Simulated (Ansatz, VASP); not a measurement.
**NaI in VASP and in Ansatz**

```
CELL_PARAMETERS angstrom
0.00000 3.32761 3.06140
3.32761 0.00000 3.06140
3.32761 3.32761 0.00000
ATOMIC_POSITIONS crystal
Na 0.00000 0.00000 0.00000
I 0.50000 0.50000 0.50000
```

Alike in both runs: task single point; functional LDA; k mesh 8 × 8 × 8; occupations gaussian, width 0.05 eV; no spin polarisation.

|  | VASP | Ansatz |
| --- | --- | --- |
| version | VASP 6.6.1 | Ansatz 0.2.0 |
| potentials or method | VASP PAW LDA potentials, release 64 (Na_pv, I), cutoff 520 eV | scalar-relativistic, plane waves, PAW |
| valence electrons in the cell | 14 | 26 |

```csv
,VASP,Ansatz,Ansatz less VASP
gap on the k mesh at the Fermi level (eV),3.32,3.31,-0.012
least direct gap on the mesh (eV),3.32,3.31,-0.012
pressure (GPa),-1.3,-1.4,-0.02
"traceless stress, the component that is largest in VASP (GPa)",1.32,1.31,-0.016
```

LDA's correlation is that of Perdew and Zunger in VASP and of Perdew and Wang (1992) in Ansatz. VASP's potentials hold 14 valence electrons a cell and Ansatz's 26, so a difference there can come from the potentials and not from the codes.

Spin-orbit coupling is off throughout.
